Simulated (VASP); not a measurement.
Sn3Te:

```
Te Sn
1.0
     4.92965    0.00000    0.00000
     0.00000    4.92965    0.00000
     0.00000    0.00000    4.92965
Te Sn
1 3
Direct
  0.00000 0.00000 0.00000
  0.00000 0.50000 0.50000
  0.50000 0.00000 0.50000
  0.50000 0.50000 0.00000
```

Base run:

| Quantity | Value |
| --- | --- |
| Program | VASP 6.6.1 |
| Functional | r2SCAN |
| Potentials or basis | VASP PAW PBE potentials, release 64 (Te, Sn_d) |
| Cutoff | 520 eV |
| k mesh | 6 × 6 × 6 |
| Occupations | fermi-dirac, width 0.05 eV |
| Spin | no spin polarisation |

Its results: band gap on the k mesh zero (band 24 reaches 9.93 eV, above the bottom of band 25 at 6.91 eV); pressure -1.9 GPa.

Q: The run is repeated on the same cell with these changes: functional from r2SCAN to PBE. What comes out?

A: Band gap on the k mesh zero (band 24 reaches 9.86 eV, above the bottom of band 25 at 6.92 eV); pressure -1.3 GPa.

Caveats: spin-orbit coupling is left out, which moves the levels of the heavy elements; the PAW data sets were made with another functional, which shifts forces and pressure a little (some runs).
